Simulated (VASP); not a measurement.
# Mo (P6/mmm) in VASP: notebook, part 2 of 2

VASP 6.6.1. The steps go on from the part before.

### Step 4. Single point, r2SCAN (strain -0.015 along x and y, -0.015 along z)

POSCAR

```
Mo
1.0
    2.6944777412      0.0000000000      0.0000000000
   -1.3472388706      2.3334861739      0.0000000000
    0.0000000000      0.0000000000      2.5168529895
Mo
1
Direct
    0.0000000000      0.0000000000      0.5000000000
```

INCAR.step1

```
  PREC = Accurate
  ENCUT = 520
  ISMEAR = 0
  SIGMA = 0.15
  LREAL = F
  LASPH = T
  NELM = 100
  NBANDS = 13
  GGA = PE
  ALGO = Normal
  EDIFF = 1E-4
  LWAVE = T
  LCHARG = F
```

INCAR.step2

```
  PREC = Accurate
  ENCUT = 520
  EDIFF = 1E-6
  ISMEAR = 0
  SIGMA = 0.15
  LREAL = F
  LASPH = T
  NELM = 100
  ALGO = Normal
  ISIF = 2
  LWAVE = F
  LCHARG = F
  METAGGA = R2SCAN
  LMIXTAU = T
  NBANDS = 13
  ISTART = 1
```

KPOINTS

```
regular mesh
0
Gamma
  18 18 18
```

On the command line:

```bash
$ cat potpaw_PBE.64/Mo_sv/POTCAR > POTCAR
$ cp INCAR.step1 INCAR
$ mpirun -np 1 vasp_std > vasp.out
$ cp INCAR.step2 INCAR
$ mpirun -np 1 vasp_std > vasp.out
```

Run time: 99 s. Hardware: 1 thread of Intel Xeon 6975P-C (Granite Rapids), shared host; peak memory 0.19 GiB.

Results (log left out):

| Quantity | Value |
| --- | --- |
| Free energy | -25.1198 eV |
| Pressure | 12.9 GPa |
| Band gap on the k mesh | zero (bands 7 and 8 overlap by 2.14 eV) |

Stress tensor (GPa, compression positive):
```
14.77  0.00  0.00
 0.00 14.77  0.00
 0.00  0.00  9.05
```

Levels at points of the mesh, in eV from the Fermi level:
```tsv
k point	band 3	band 4	band 5	band 6	band 7	band 8	band 9	band 10	band 11	band 12
(0.00, 0.00, 0.00)	-35.41	-35.34	-7.33	-4.96	-1.03	-1.03	4.65	4.65	13.54	17.16
(0.50, 0.00, 0.00)	-35.80	-35.15	-5.50	-3.53	1.10	1.19	3.91	4.86	11.25	14.62
(0.00, 0.00, 0.50)	-35.22	-35.22	-4.04	-0.12	-0.12	-0.08	1.01	1.01	11.15	16.95
(0.50, 0.00, 0.50)	-36.79	-35.58	-5.93	-3.81	-0.41	5.24	6.52	6.82	8.03	17.47
```

Caveat: the cell differs from its parent crystal (strain -0.015 along x and y, -0.015 along z); the stress differs along the axes, from 9 to 15 GPa; the PAW data sets were made with another functional, which shifts forces and pressure a little.

### Step 5. Single point, r2SCAN (strain -0.030 along x and y, +0.030 along z)

POSCAR

```
Mo
1.0
    2.6534450853      0.0000000000      0.0000000000
   -1.3267225426      2.2979508514      0.0000000000
    0.0000000000      0.0000000000      2.6318361210
Mo
1
Direct
    0.0000000000      0.0000000000      0.5000000000
```

INCAR.step1

```
SYSTEM = Mo
ALGO     = Normal         ! electronic algorithm
EDIFF    = 1E-4           ! SCF threshold, eV
ENCUT    = 520            ! plane-wave cutoff, eV
GGA      = PE             ! functional
ISMEAR   = 0              ! smearing method
LASPH    = .TRUE.         ! aspherical terms in the spheres
LCHARG   = .FALSE.        ! write CHGCAR
LREAL    = .FALSE.        ! projectors in reciprocal space
LWAVE    = .TRUE.         ! write WAVECAR
NBANDS   = 13             ! bands
NELM     = 60             ! most SCF steps
PREC     = Accurate       ! precision mode
SIGMA    = 0.15           ! smearing width, eV
```

INCAR.step2

```
SYSTEM = Mo
ALGO     = Normal         ! electronic algorithm
EDIFF    = 1E-6           ! SCF threshold, eV
ENCUT    = 520            ! plane-wave cutoff, eV
ISIF     = 2              ! what is computed and relaxed
ISMEAR   = 0              ! smearing method
ISTART   = 1            
LASPH    = .TRUE.         ! aspherical terms in the spheres
LCHARG   = .FALSE.        ! write CHGCAR
LMIXTAU  = .TRUE.       
LREAL    = .FALSE.        ! projectors in reciprocal space
LWAVE    = .FALSE.        ! write WAVECAR
METAGGA  = R2SCAN         ! meta-GGA
NBANDS   = 13             ! bands
NELM     = 60             ! most SCF steps
PREC     = Accurate       ! precision mode
SIGMA    = 0.15           ! smearing width, eV
```

KPOINTS

```
k-points
0
G
  18 18 18
  0 0 0
```

Potentials or basis: VASP PAW PBE potentials, release 64 (Mo_sv).

On the command line:

```bash
$ cat potpaw_PBE.64/Mo_sv/POTCAR > POTCAR
$ cp INCAR.step1 INCAR
$ mpirun -np 1 vasp_std > vasp.out
$ cp INCAR.step2 INCAR
$ mpirun -np 1 vasp_std > vasp.out
```

OUTCAR:

```text
SYSTEM = Mo
   EDIFF = 1E-6
   ENCUT = 520
   ISIF = 2
   ISMEAR = 0
   ISTART = 1
   LASPH = .TRUE.
   LREAL = .FALSE.
   METAGGA = R2SCAN
   NELM = 60
   PREC = Accurate

 ion  position               nearest neighbor table
   1  0.000  0.000  0.500-

  LATTYP: Found a hexagonal cell.
 ALAT       =     2.6534450853
 C/A-ratio  =     0.9918562610

  Lattice vectors:

 A1 = (   2.6534450853,   0.0000000000,   0.0000000000)
 A2 = (  -1.3267225426,   2.2979508514,   0.0000000000)
 A3 = (   0.0000000000,   0.0000000000,   2.6318361210)

Analysis of symmetry for initial positions (statically):
=====================================================================
 Subroutine PRICEL returns:
 Original cell was already a primitive cell.

 Routine SETGRP: Setting up the symmetry group for a
 hexagonal supercell.

 Subroutine GETGRP returns: Found 24 space group operations
 (whereof 24 operations were pure point group operations)
 out of a pool of 24 trial point group operations.

The static configuration has the point symmetry D_6h.

Analysis of symmetry for dynamics (positions and initial velocities):
=====================================================================
 Subroutine PRICEL returns:
 Original cell was already a primitive cell.

 Routine SETGRP: Setting up the symmetry group for a
 hexagonal supercell.

 Subroutine GETGRP returns: Found 24 space group operations
 (whereof 24 operations were pure point group operations)
 out of a pool of 24 trial point group operations.

The dynamic configuration has the point symmetry D_6h.

 Subroutine INISYM returns: Found 24 space group operations
 (whereof 24 operations are pure point group operations),
 and found     1 'primitive' translations

----------------------------------------------------------------------------------------

                                     Primitive cell

  volume of cell :      16.0476

  direct lattice vectors                    reciprocal lattice vectors
     2.653445085  0.000000000  0.000000000     0.376868549  0.217585158  0.000000000
    -1.326722543  2.297950851  0.000000000     0.000000000  0.435170317  0.000000000
     0.000000000  0.000000000  2.631836121     0.000000000  0.000000000  0.379962868

  length of vectors
     2.653445085  2.653445085  2.631836121     0.435170317  0.435170317  0.379962868

  position of ions in fractional coordinates (direct lattice)
     0.000000000  0.000000000  0.500000000

  ion indices of the primitive-cell ions
   primitive index   ion index
                 1           1

----------------------------------------------------------------------------------------

 KPOINTS: k-points

Automatic generation of k-mesh.
 Grid dimensions read from file:
 generate k-points for:   18   18   18

 Generating k-lattice:

  Cartesian coordinates                     Fractional coordinates (reciprocal lattice)
     0.020937142  0.012088064  0.000000000     0.055555556  0.000000000  0.000000000
     0.000000000  0.024176129  0.000000000     0.000000000  0.055555556  0.000000000
     0.000000000  0.000000000  0.021109048     0.000000000  0.000000000  0.055555556

  Length of vectors
     0.024176129  0.024176129  0.021109048

  Shift w.r.t. Gamma in fractional coordinates (k-lattice)
     0.000000000  0.000000000  0.000000000

 Subroutine IBZKPT returns following result:
 ===========================================

 Found    370 irreducible k-points:

 Following reciprocal coordinates:
            Coordinates               Weight
  0.000000  0.000000  0.000000      1.000000
  0.055556  0.000000  0.000000      6.000000
  0.111111  0.000000  0.000000      6.000000
  0.166667  0.000000  0.000000      6.000000
  0.222222  0.000000  0.000000      6.000000
  0.277778  0.000000  0.000000      6.000000
[... 16 lines left out ...]
  0.333333  0.111111  0.000000     12.000000
  0.388889  0.111111  0.000000     12.000000
 [... further k-points ...]
   k-points           NKPTS =    370   k-points in BZ     NKDIM =    370   number of bands    NBANDS=     13
   number of dos      NEDOS =    301   number of ions     NIONS =      1
   total plane-waves  NPLWV =   8000
   dimension x,y,z NGX =    20 NGY =   20 NGZ =   20
   dimension x,y,z NGXF=    40 NGYF=   40 NGZF=   40
   ions per type =               1
   NGX,Y,Z   is equivalent  to a cutoff of  12.53, 12.53, 12.63 a.u.
   NGXF,Y,Z  is equivalent  to a cutoff of  25.06, 25.06, 25.27 a.u.
 SYSTEM =  Mo
   PREC   = accura    normal or accurate (medium, high low for compatibility)
   ISTART =      1    job   : 0-new  1-cont  2-samecut
   ICHARG =      0    charge: 1-file 2-atom 10-const
   ISPIN  =      1    spin polarized calculation?
   LNONCOLLINEAR =      F non collinear calculations
   LSORBIT =      F    spin-orbit coupling
   LASPH  =      T    aspherical Exc in radial PAW
   ENCUT  =  520.0 eV  38.22 Ry    6.18 a.u.   4.93  4.93  4.89*2*pi/ulx,y,z
   NELM   =     60;   NELMIN=  2; NELMDL=  0     # of ELM steps
   EDIFF  = 0.1E-05   stopping-criterion for ELM
   LREAL  =      F    real-space projection
   EDIFFG = 0.1E-04   stopping-criterion for IOM
   NSW    =      0    number of steps for IOM
   IBRION =     -1    ionic relax: 0-MD 1-quasi-New 2-CG
   NFREE  =      0    steps in history (QN), initial steepest desc. (CG)
   ISIF   =      2    stress and relaxation
   ISYM   =      2    0-nonsym 1-usesym 2-fastsym
   POTIM  = 0.5000    time-step for ionic-motion
   TEBEG  =    0.0;   TEEND  =   0.0 temperature during run
   PSTRESS=    0.0 pullay stress
   NELECT =      14.0000    total number of electrons
   NUPDOWN=      -1.0000    fix difference up-down
   EMIN   =  10.00;   EMAX   =-10.00  energy-range for DOS
   EFERMI =   0.00;   METHOD = LEGACY
   ISMEAR =     0;   SIGMA  =   0.15  broadening in eV -4-tet -1-fermi 0-gaus
   EFERMI_NEDOS =   21; number of points for ismear=-14 and -15
   IALGO  =     38    algorithm
   IMIX   =      4    mixing-type and parameters
     AMIX     =   0.40;   BMIX     =  1.00
     AMIX_MAG =   1.60;   BMIX_MAG =  1.00
  volume/ion in A,a.u.               =      16.05       108.29
  Fermi-wavevector in a.u.,A,eV,Ry     =   1.564279  2.956059 33.293042  2.446970
  Thomas-Fermi vector in A             =   2.666926
   LORBIT       =      0    0 simple, 1 ext, 2 COOP (PROOUT), +10 PAW based schemes
   METAGGA = R2SCAN    functional components
   LHFCALC =     F    Hartree Fock is set to
   AEXX    =    0.0000 exact exchange contribution
   IVDW    =     0    specifies the selected vdW correction
   LEPSILON=     F    determine dielectric tensor
   LRPA    =     F    only Hartree local field effects (RPA)
 non-spin polarized calculation
 Gauss-broadening in eV      SIGMA  =   0.15
  energy-cutoff  :      520.00
  volume of cell :       16.05
 maximum number of plane-waves:       447
 NGX is ok and might be reduce to    20
   NGX =  9   NGY =  9   NGZ =  9

 number of electron      13.9999998 magnetization

 Free energy of the ion-electron system (eV)
  ---------------------------------------------------
  ext. energy  EPLUGINS =         0.00000000
  ---------------------------------------------------
  free energy    TOTEN  =       -25.06276900 eV

  energy without entropy =      -25.05391384  energy(sigma->0) =      -25.05834142

 E-fermi :  12.2612     XC(G=0): -14.3162

 val. band max:       12.2595245488   @ k =   0.3333   0.1111   0.3333
 cond. band min:      12.2613619206   @ k =   0.2778   0.2778   0.2222
 fundamental gap:      0.0018373718
 Fermi energy:        12.2612297312

 k-point     1 :       0.0000    0.0000    0.0000
  band No.  band energies     occupation
      1     -50.9366      2.00000
      2     -23.5502      2.00000
      3     -23.2063      2.00000
      4     -23.2063      2.00000
      5       4.7893      2.00000
      6       7.2531      2.00000
      7      11.1292      2.00000
      8      11.1292      2.00000
      9      16.4841      0.00000
     10      16.4841      0.00000
     11      26.0520      0.00000
     12      27.5161      0.00000
     13      35.1691      0.00000
[... 353 lines left out ...]
 k-point    24 :       0.3889    0.1111    0.0000
  band No.  band energies     occupation
      1     -50.5876      2.00000
      2     -25.0033      2.00000
      3     -23.7822      2.00000
      4     -23.3157      2.00000
      5       7.1591      2.00000
      6       8.9746      2.00000
      7      12.4152      0.14662
      8      12.6382      0.00038
      9      15.2761      0.00000
     10      17.7532      0.00000
     11      23.5850      0.00000
     12      26.1349      0.00000
     13      29.9709      0.00000

 [... further k-points ...]

------------------------ aborting loop because EDIFF is reached ----------------------------------------

  FORCE on cell =-STRESS in cart. coord.  units (eV):
  Direction    XX          YY          ZZ          XY          YZ          ZX
  --------------------------------------------------------------------------------------
  -------------------------------------------------------------------------------------
  Total        2.0722385      2.0722385     -0.9172406      0.0000000      0.0000000      0.0000000
  in kB      206.8905467    206.8905467    -91.5765222      0.0000000      0.0000000      0.0000000
  external PRESSURE =     107.4015237 kB  Pullay stress =       0.0000000 kB

 VOLUME and BASIS-vectors are now :
 -----------------------------------------------------------------------------
  energy-cutoff  :      520.00
  volume of cell :       16.05
      direct lattice vectors                 reciprocal lattice vectors
     2.653445085  0.000000000  0.000000000     0.376868549  0.217585158  0.000000000
    -1.326722543  2.297950851  0.000000000     0.000000000  0.435170317  0.000000000
     0.000000000  0.000000000  2.631836121     0.000000000  0.000000000  0.379962868

 POSITION                                       TOTAL-FORCE (eV/Angst)
 -----------------------------------------------------------------------------------
      0.00000      0.00000      1.31592         0.000000      0.000000      0.000000
 -----------------------------------------------------------------------------------
    total drift:                               -0.000000      0.000000     -0.000000

  FREE ENERGIE OF THE ION-ELECTRON SYSTEM (eV)
  ---------------------------------------------------
  free  energy   TOTEN  =       -25.0627689970 eV

  energy  without entropy=      -25.0539138353  energy(sigma->0) =      -25.05834142
```

Wall time 99 s (1 thread of Intel Xeon 6975P-C (Granite Rapids), shared host); peak memory 0.18 GiB.

Results:

* Free energy: -25.0628 eV
* Pressure: 10.7 GPa
* Band gap on the k mesh: zero (bands 7 and 8 overlap by 2.10 eV)

Caveat: the cell differs from its parent crystal (strain -0.030 along x and y, +0.030 along z); the stress differs along the axes, from -9 to 21 GPa; the PAW data sets were made with another functional, which shifts forces and pressure a little.

### Step 6. The runs side by side

| cell | gap on the mesh (eV) | pressure (GPa) |
| --- | --- | --- |
| a = 2.653, b = 2.653, c = 2.479 Å, angles 90.0, 90.0, 120.0°, 1 atom | none | 26.5 |
| a = 2.653, b = 2.653, c = 2.555 Å, angles 90.0, 90.0, 120.0°, 1 atom | none | 17.7 |
| a = 2.694, b = 2.694, c = 2.517 Å, angles 90.0, 90.0, 120.0°, 1 atom | none | 12.9 |
| a = 2.653, b = 2.653, c = 2.632 Å, angles 90.0, 90.0, 120.0°, 1 atom | none | 10.7 |

Alike in all rows: task single point; level r2SCAN; potentials or basis VASP PAW PBE potentials, release 64 (Mo_sv); no spin polarisation; k mesh 18 × 18 × 18; cutoff (eV) 520; smearing gaussian 0.15 eV.

Caveats: the PAW data sets were made with another functional, which shifts forces and pressure a little; the stress differs along the axes, from 22 to 29 GPa (at least some runs); the stress differs along the axes, from 4 to 24 GPa (at least some runs); the stress differs along the axes, from 9 to 15 GPa (at least some runs); the stress differs along the axes, from -9 to 21 GPa (at least some runs).

Total energies depend on the potentials used, so only differences within one code and one set of settings carry meaning.

The gap in the log of VASP goes by the Fermi energy; the results here count the filled bands.